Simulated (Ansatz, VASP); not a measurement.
Ge: VASP beside Ansatz

Contents of INCAR:

```
SYSTEM = Ge
ALGO = Normal
EDIFF = 1E-6
ENCUT = 520
GGA = PS
ISIF = 2
ISMEAR = 0
LASPH = .True.
LCHARG = .False.
LREAL = .False.
LWAVE = .False.
NBANDS = 21
NELM = 100
PREC = Accurate
SIGMA = 0.15
```

The input KPOINTS:

```
k-points
0
Gamma
  20 20 20
  0 0 0
```

The input POSCAR:

```
Ge
1.0
   -2.5358723732      2.5358723732      1.3764514536
    2.5358723732     -2.5358723732      1.3764514536
    2.5358723732      2.5358723732     -1.3764514536
Ge
2
Direct
    0.2500000000      0.7500000000      0.5000000000
    0.5000000000      0.5000000000      0.0000000000
```

Input for Ansatz:

```yaml
crystal:
  lattice:
    - [-2.5358723732, 2.5358723732, 1.3764514536]
    - [2.5358723732, -2.5358723732, 1.3764514536]
    - [2.5358723732, 2.5358723732, -1.3764514536]
  atoms:
    - { symbol: Ge, position: [0.25, 0.75, 0.5] }
    - { symbol: Ge, position: [0.5, 0.5, 0.0] }
basis:
  ecutwfc: 420
kpoints:
  mp_grid: { grid: [20, 20, 20] }
hamiltonian:
  xc: pbesol
scf:
  occupations: { method: gaussian, width: 0.15 }
output:
  forces: true
  stress: true
  eigenvalues: true
```

Change from the starting cell: strain -0.015 along x and y, -0.015 along z, atoms carried along.

Alike in both runs: task single point; functional PBEsol; k mesh 20 × 20 × 20; occupations gaussian, width 0.15 eV; no spin polarisation.

|  | VASP | Ansatz |
| --- | --- | --- |
| version | VASP 6.6.1 | Ansatz 0.2.0 |
| potentials or method | VASP PAW PBE potentials, release 64 (Ge_d), cutoff 520 eV | scalar-relativistic, plane waves, PAW |
| valence electrons in the cell | 28 | 28 |

```csv
,VASP,Ansatz,Ansatz less VASP
gap on the k mesh at the Fermi level (eV),none,none,-
pressure (GPa),3.0,3.1,+0.07
"traceless stress, the component that is largest in VASP (GPa)",0.78,0.75,-0.030
```

VASP's potentials were made for PBE, not for PBEsol. A gap of «none» marks a metal or a gap that the smearing closes. The functional is the same, so the differences come from potentials, cutoffs and numerics.
